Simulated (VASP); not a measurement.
Write the native input for VASP 6.6.1 that does the following.

* Task: single point
* Functional: PBEsol
* Potentials or basis: VASP PAW PBE potentials, release 64 (I)
* Cutoff: 500 eV
* k mesh: 9 × 9 × 9
* Occupations: fermi-dirac, width 0.05 eV
* Spin: no spin polarisation
* Dipole correction: no
* Further INCAR settings: ALGO = Normal; EDIFF = 1e-06; NBANDS = 10

The structure of I lies in POSCAR:

```
I
1.0
   -1.7873196958      1.7873196958      1.7873196958
    1.7873196958     -1.7873196958      1.7873196958
    1.7873196958      1.7873196958     -1.7873196958
I
1
Direct
    0.0000000000      0.0000000000      0.0000000000
```

The input as run:

INCAR

```
SYSTEM = I
  PREC = Accurate
  ENCUT = 500
  EDIFF = 1E-6
  ISMEAR = -1
  SIGMA = 0.05
  LREAL = .False.
  LASPH = .True.
  NELM = 120
  ALGO = Normal
  ISIF = 2
  LWAVE = .False.
  LCHARG = .False.
  GGA = PS
  NBANDS = 10
  GGA_COMPAT = .False.
```

KPOINTS

```
Automatic mesh
0
Gamma
  9 9 9
  0 0 0
```

Potentials or basis: VASP PAW PBE potentials, release 64 (I).

Command:

```sh
$ cat potpaw_PBE.64/I/POTCAR > POTCAR
$ mpirun -np 1 vasp_std > vasp.out
```

Results of the run:

* Pressure: 30.1 GPa
* Band gap on the k mesh: zero (an odd number of electrons rules out a gap without spin polarisation)

Caveat: the cell stands under pressure; the PAW data sets were made with another functional, which shifts forces and pressure a little; spin-orbit coupling is left out, which moves the levels of the heavy elements; an odd number of electrons without spin polarisation forces a metal; a magnetic or distorted state may lie lower.

Wall time 2.4 s on 1 thread of Intel(R) Xeon(R) 6975P-C (Granite Rapids), on a shared host, peak memory 0.14 GiB.
